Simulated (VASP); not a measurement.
The system is As.

```xyz
2
Lattice="1.8682 1.0786 3.4905 -1.8682 1.0786 3.4905 0.0000 -2.1572 3.4905" Properties=species:S:1:pos:R:3 pbc="T T T"
As    0.0000    0.0000    2.3665
As    0.0000    0.0000    8.1049
```

Base run:

| Quantity | Value |
| --- | --- |
| Program | VASP 6.6.1 |
| Functional | r2SCAN |
| Potentials or basis | VASP PAW PBE potentials, release 64 (As) |
| Cutoff | 520 eV |
| k mesh | 9 × 9 × 9 |
| Occupations | fermi-dirac, width 0.05 eV |
| Spin | no spin polarisation |

Its results: band gap on the k mesh zero (band 5 reaches 5.72 eV, above the bottom of band 6 at 5.63 eV); pressure 3.7 GPa; largest force 0.334 eV/Å.

Problem. The run is repeated on the same cell with these changes: functional from r2SCAN to PBE0; k mesh from 9 × 9 × 9 to 4 × 4 × 4. What comes out?

Solution. Band gap on the k mesh 0.99 eV, indirect (least direct gap 1.13 eV); pressure 2.3 GPa; largest force 0.062 eV/Å.

Several settings changed at once, so the effect can't be laid on one alone.

Caveats: some runs use coarse meshes; the PAW data sets were made with another functional, which shifts forces and pressure a little.

A k mesh can miss the band edges.
